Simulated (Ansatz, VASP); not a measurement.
Sn in VASP and in Ansatz

```
Sn
1.0
     0.00000    3.16446    3.24560
     3.32674    0.00000    3.24560
     3.32674    3.16446    0.00000
Sn
2
Direct
  0.50000 0.50000 0.50000
  0.75000 0.75000 0.75000
```

Change from the starting cell: strain +0.0250 x Voigt [1, -1, 0, 0, 0, 0], atoms carried along.

Alike in both runs: task single point; functional PBEsol; k mesh 12 × 12 × 12; occupations gaussian, width 0.15 eV; no spin polarisation.

```csv
,VASP,Ansatz
version,VASP 6.6.1,Ansatz 0.2.0
potentials or method,"VASP PAW PBE potentials, release 64 (Sn_d), cutoff 520 eV","scalar-relativistic, plane waves, PAW"
valence electrons in the cell,28,28
```

```csv
,VASP,Ansatz,Ansatz less VASP
gap on the k mesh at the Fermi level (eV),none,none,-
pressure (GPa),0.9,1.0,+0.07
"traceless stress, the component that is largest in VASP (GPa)",-0.78,-0.78,0.000
```

VASP's potentials were made for PBE, not for PBEsol. A gap of «none» marks a metal or a gap that the smearing closes.
